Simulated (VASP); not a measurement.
The system is Ir.

```
CELL_PARAMETERS angstrom
2.71486 0.00000 0.00000
-1.35743 2.35114 0.00000
0.00000 0.00000 8.86674
ATOMIC_POSITIONS crystal
Ir 0.00000 0.00000 0.00000
Ir 0.00000 0.00000 0.50000
Ir 0.33333 0.66667 0.25000
Ir 0.66667 0.33333 0.75000
```

- Program: VASP 6.6.1
- Task: relaxation of cell and atoms
- Functional: PBE
- Potentials or basis: VASP PAW PBE potentials, release 64 (Ir)
- Cutoff: 600 eV
- k mesh: 13 × 13 × 4
- Occupations: fermi-dirac, width 0.1 eV
- Spin: no spin polarisation

At the start: pressure 10.8 GPa; volume 14.15 Å³/atom.

How do energy, volume and symmetry change on relaxing?

Over 4 steps the energy falls by 13.5 meV/atom and the volume is 14.56 Å³/atom (+2.9 %); space group P6_3/mmc (No. 194, to 0.05 Å).

The path:
| step | energy change (eV) | largest force (eV/Å) | pressure (GPa) | volume (Å³) |
| --- | --- | --- | --- | --- |
| 1 | 0.0000 | 0.0000 | 10.77 | 56.60 |
| 2 | 0.5752 | 0.0000 | -27.75 | 64.75 |
| 3 | -0.0539 | 0.0000 | -0.47 | 58.34 |
| 4 | -0.0540 | 0.0000 | -0.03 | 58.26 |

Final structure:
```yaml
crystal:
  lattice:
    - [2.74103, 0.00000, 0.00000]
    - [-1.37052, 2.37381, 0.00000]
    - [0.00000, 0.00000, 8.95380]
  atoms:
    - { symbol: Ir, position: [0.00000, 0.00000, 0.00000] }
    - { symbol: Ir, position: [0.00000, 0.00000, 0.50000] }
    - { symbol: Ir, position: [0.33333, 0.66667, 0.25000] }
    - { symbol: Ir, position: [0.66667, 0.33333, 0.75000] }
```
